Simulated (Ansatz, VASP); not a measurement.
Two plane-wave programs on Ag

```
Ag
1.0
     2.93000    0.00000    0.00000
    -1.46500    2.53745    0.00000
     0.00000    0.00000    4.79000
Ag
2
Direct
  0.06944 0.54844 0.25000
  0.66667 0.33333 0.75000
```

Alike in both runs: task single point; functional PBE; k mesh 18 × 18 × 10; occupations gaussian, width 0.15 eV; no spin polarisation.

|  | VASP | Ansatz |
| --- | --- | --- |
| version | VASP 6.6.1 | Ansatz 0.2.0 |
| potentials or method | VASP PAW PBE potentials, release 64 (Ag), cutoff 520 eV | scalar-relativistic, plane waves, PAW |
| valence electrons in the cell | 22 | 38 |

Ansatz gave:

| Property | Result |
| --- | --- |
| gap on the k mesh at the Fermi level (eV) | none |
| pressure (GPa) | 4.7 |
| traceless stress, the component that is largest in VASP (GPa) | 9.69 |
| rms of the force components (eV/Å) | 0.521 |

**Question.** What did VASP give for the same quantities?

**Answer.** gap on the k mesh at the Fermi level (eV): none; pressure (GPa): 4.6; traceless stress, the component that is largest in VASP (GPa): 9.59; rms of the force components (eV/Å): 0.516.

Atom by atom the forces differ by 0.005 eV/Å (rms over components). A gap of «none» marks a metal or a gap that the smearing closes. VASP's potentials hold 22 valence electrons a cell and Ansatz's 38, so a difference there can come from the potentials and not from the codes.
